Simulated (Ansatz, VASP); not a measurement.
**Mg: VASP beside Ansatz**

INCAR

```
ALGO = Normal ; EDIFF = 1E-8
ENCUT = 520 ; GGA = PE
ISIF = 2 ; ISMEAR = -1
LASPH = T ; LCHARG = F
LEFG = T ; LREAL = F
LWAVE = F ; NBANDS = 9
NELM = 100 ; PREC = Accurate
SIGMA = 0.08
```

Contents of KPOINTS:

```
k-points
0
Gamma
  12 12 7
```

Contents of POSCAR:

```
Mg
1.0
    3.2092715325      0.0000000000      0.0000000000
   -1.6046357662      2.7793106748      0.0000000000
    0.0000000000      0.0000000000      5.1582267000
Mg
2
Direct
    0.3333333333      0.6666666667      0.2500000000
    0.6666666667      0.3333333333      0.7500000000
```

Input for Ansatz:

```yaml
crystal:
  lattice:
    - [3.2092715325, 0.0, 0.0]
    - [-1.6046357662, 2.7793106748, 0.0]
    - [0.0, 0.0, 5.1582267]
  atoms:
    - { symbol: Mg, position: [0.3333333333, 0.6666666667, 0.25] }
    - { symbol: Mg, position: [0.6666666667, 0.3333333333, 0.75] }
kpoints:
  mp_grid: { grid: [12, 12, 7] }
scf:
  occupations: { method: fermi_dirac, width: 0.08 }
hamiltonian:
  xc: pbe
  pseudopotentials: { kind: all_electron, datasets: crystal }
output:
  forces: true
  stress: true
  eigenvalues: true
  efg: { contact_densities: true }
```

Change from the starting cell: zz strain of -1 %, crystal datasets.

Alike in both runs: task electric field gradients; functional PBE; k mesh 12 × 12 × 7; occupations fermi-dirac, width 0.08 eV; no spin polarisation.

|  | VASP | Ansatz |
| --- | --- | --- |
| version | VASP 6.6.1 | Ansatz 0.2.0 |
| potentials or method | VASP PAW PBE potentials, release 64 (Mg), cutoff 520 eV | all-electron PAW with datasets made for the crystal, scalar-relativistic |

VASP gave:

```
pressure (GPa)                                                : -0.2
traceless stress, the component that is largest in VASP (GPa) : -0.13
size of Vzz on the site where it differs most (V/Å²)          : 0.5
```

**Question.** What did Ansatz give for the same quantities?

**Answer.** Pressure (GPa): -0.1; traceless stress, the component that is largest in VASP (GPa): -0.13; size of Vzz on the site where it differs most (V/Å²): 0.6.

Ansatz ran all-electron here, and VASP with PAW potentials.
